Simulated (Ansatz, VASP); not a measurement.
**Al3In2As5 in VASP and in Ansatz**

INCAR

```
SYSTEM = Al3In2As5
ALGO = Normal
EDIFF = 1E-6
ENCUT = 520
GGA = PE
ISIF = 2
ISMEAR = 0
LASPH = .True.
LCHARG = .False.
LREAL = .False.
LWAVE = .False.
NBANDS = 41
NELM = 80
PREC = Accurate
SIGMA = 0.1
```

Contents of KPOINTS:

```
k-points
0
Gamma
  6 6 6
  0 0 0
```

Contents of POSCAR:

```
Al3In2As5
1.0
   -1.9729756600      1.9729756600     13.9510446900
    1.9729756600     -1.9729756600     13.9510446900
    1.9729756600      1.9729756600    -13.9510446900
Al In As
3 2 5
Direct
    0.8000000000      0.8000000000      0.0000000000
    0.0000000000      0.0000000000      0.0000000000
    0.2000000000      0.2000000000      0.0000000000
    0.4000000000      0.4000000000      0.0000000000
    0.6000000000      0.6000000000      0.0000000000
    0.3500000000      0.8500000000      0.5000000000
    0.9500000000      0.4500000000      0.5000000000
    0.5500000000      0.0500000000      0.5000000000
    0.1500000000      0.6500000000      0.5000000000
    0.7500000000      0.2500000000      0.5000000000
```

Input for Ansatz:

```yaml
crystal:
  lattice:
    - [-1.97297566, 1.97297566, 13.95104469]
    - [1.97297566, -1.97297566, 13.95104469]
    - [1.97297566, 1.97297566, -13.95104469]
  atoms:
    - { symbol: Al, position: [0.8, 0.8, 0.0] }
    - { symbol: Al, position: [0.0, 0.0, 0.0] }
    - { symbol: Al, position: [0.2, 0.2, 0.0] }
    - { symbol: In, position: [0.4, 0.4, 0.0] }
    - { symbol: In, position: [0.6, 0.6, 0.0] }
    - { symbol: As, position: [0.35, 0.85, 0.5] }
    - { symbol: As, position: [0.95, 0.45, 0.5] }
    - { symbol: As, position: [0.55, 0.05, 0.5] }
    - { symbol: As, position: [0.15, 0.65, 0.5] }
    - { symbol: As, position: [0.75, 0.25, 0.5] }
basis:
  ecutwfc: 420
kpoints:
  mp_grid: { grid: [6, 6, 6] }
hamiltonian:
  xc: pbe
scf:
  occupations: { method: gaussian, width: 0.1 }
  lower_state_search: "off"
output:
  forces: true
  stress: true
  eigenvalues: true
```

Alike in both runs: task single point; functional PBE; k mesh 6 × 6 × 6; occupations gaussian, width 0.1 eV; no spin polarisation.

|  | VASP | Ansatz |
| --- | --- | --- |
| version | VASP 6.6.1 | Ansatz 0.2.0 |
| potentials or method | VASP PAW PBE potentials, release 64 (Al, In_d, As), cutoff 520 eV | scalar-relativistic, plane waves, PAW |
| valence electrons in the cell | 60 | 110 |

```tsv
	VASP	Ansatz	Ansatz less VASP
gap on the k mesh at the Fermi level (eV)	1.20	1.21	+0.012
least direct gap on the mesh (eV)	1.34	1.36	+0.013
pressure (GPa)	16.2	16.0	-0.22
traceless stress, the component that is largest in VASP (GPa)	-0.18	-0.18	+0.001
rms of the force components (eV/Å)	0.821	0.822	+0.0006
```

Atom by atom the forces differ by 0.001 eV/Å (rms over components). The functional is the same, so the differences come from potentials, cutoffs and numerics. VASP's potentials hold 60 valence electrons a cell and Ansatz's 110, so a difference there can come from the potentials and not from the codes.
